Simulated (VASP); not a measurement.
A run of VASP 6.6.1 is set up as follows.

File INCAR:

```
SYSTEM = C
PREC = Accurate ; ENCUT = 520
EDIFF = 1E-6 ; ISMEAR = 0
SIGMA = 0.04 ; LREAL = .FALSE.
LASPH = .TRUE. ; NELM = 120
ALGO = Normal ; ISIF = 2
LWAVE = .FALSE. ; LCHARG = .TRUE.
LDIPOL = .TRUE. ; IDIPOL = 3
DIPOL = 0.5 0.5 0.676 ; GGA = PS
LELF = .TRUE. ; LVHAR = .TRUE.
LVACPOTAV = .TRUE. ; NBANDS = 11
GGA_COMPAT = .FALSE. ; NELMDL = -8
```

The input KPOINTS:

```
Automatic mesh
0
G
  15 15 1
  0 0 0
```

File POSCAR:

```
C
1.0
    2.4586883694      0.0000000000      0.0000000000
   -1.2293441847      2.1292865879      0.0000000000
    0.0000000000      0.0000000000     21.1645711639
C
2
Direct
    1.0000000000      0.0000000000      0.6763132391
    0.3333333333      0.6666666667      0.6763132000
```

Potentials or basis: VASP PAW PBE potentials, release 64 (C).

The run is started by

```bash
$ cat potpaw_PBE.64/C/POTCAR > POTCAR
$ mpirun -np 1 vasp_std > vasp.out
```

Q: Estimate the band gap on the k mesh.

A: Zero (filled and empty bands touch).
